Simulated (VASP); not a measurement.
Here is a VASP 6.6.1 calculation.

File INCAR:

```
PREC     = Accurate       # precision mode
ENCUT    = 520            # plane-wave cutoff, eV
EDIFF    = 1E-6           # SCF threshold, eV
ISMEAR   = -1             # smearing method
SIGMA    = 0.1            # smearing width, eV
LREAL    = Auto         
LASPH    = T              # aspherical terms in the spheres
NELM     = 100            # most SCF steps
ALGO     = Normal         # electronic algorithm
ISIF     = 2              # what is computed and relaxed
LWAVE    = F              # write WAVECAR
LCHARG   = F              # write CHGCAR
GGA      = PE             # functional
NBANDS   = 88             # bands
```

The input KPOINTS:

```
Automatic mesh
0
Gamma
  2 2 1
```

POSCAR

```
W8C8N
1.0
    5.7965400000      0.0000000000      0.0000000000
   -2.8982700000      5.0199510000      0.0000000000
    0.0000000000      0.0000000000     15.2497250000
W C N
8 8 1
Direct
    0.0000000000      0.0000000000      0.0655749530
    0.0017528512     -0.0022908590      0.2477749599
    0.0000084783      0.5000048805      0.0655749530
   -0.0129530831      0.4849848136      0.2492176088
    0.5000051755      0.0000000000      0.0655749530
    0.5014614157     -0.0005378539      0.2485618593
    0.4999964022      0.5000048805      0.0655749530
    0.4965855395      0.5062599217      0.2632440913
    0.3433969814      0.1734877492      0.1529666928
    0.2959042335      0.1011364454      0.3413700903
    0.3459393990      0.6697276527      0.1546257392
    0.3055257725      0.6869588966      0.3375536280
    0.8395042237      0.1688661901      0.1555372310
    0.8323412800      0.1576111002      0.3255140666
    0.8188376524      0.6592295423      0.1556749384
    0.8730157684      0.6876760351      0.3384192174
    0.1662223524      0.8174581784      0.3683607409
```

Potentials or basis: VASP PAW PBE potentials, release 64 (W_sv, C, N).

Run with:

```sh
$ cat potpaw_PBE.64/W_sv/POTCAR potpaw_PBE.64/C/POTCAR potpaw_PBE.64/N/POTCAR > POTCAR
$ mpirun -np 1 vasp_std > vasp.out
```

Estimate the band gap on the k mesh.

zero (an odd number of electrons rules out a gap without spin polarisation).

Estimate the largest force.

1.538 eV/Å.

Forces in eV/Å, atoms in the order of the input:
```
W    0.280 -0.171 -0.007
W   -0.998  0.277  0.307
W    0.003  0.277  0.279
W    0.604  0.983 -0.242
W    0.013 -0.076 -0.045
W    0.289  0.433  0.146
W   -0.023  0.054  0.932
W    0.663 -1.030 -0.395
C   -0.513  0.025  0.194
C    0.586  0.232 -0.271
C   -0.532 -0.607 -0.128
C    0.058 -0.458  0.534
C   -0.371 -0.339 -1.453
C   -0.324  0.135 -0.494
C    0.386  0.111 -0.427
C    0.887 -0.176  0.300
N   -1.008  0.329  0.770
```

Caveat: the k points lie up to 0.63 Å⁻¹ apart, too coarse for converged energies and pressures of a metal; there is no dipole correction, which matters where the two faces differ; spin-orbit coupling is left out, which moves the levels of the heavy elements; an odd number of electrons without spin polarisation forces a metal; a magnetic or distorted state may lie lower.
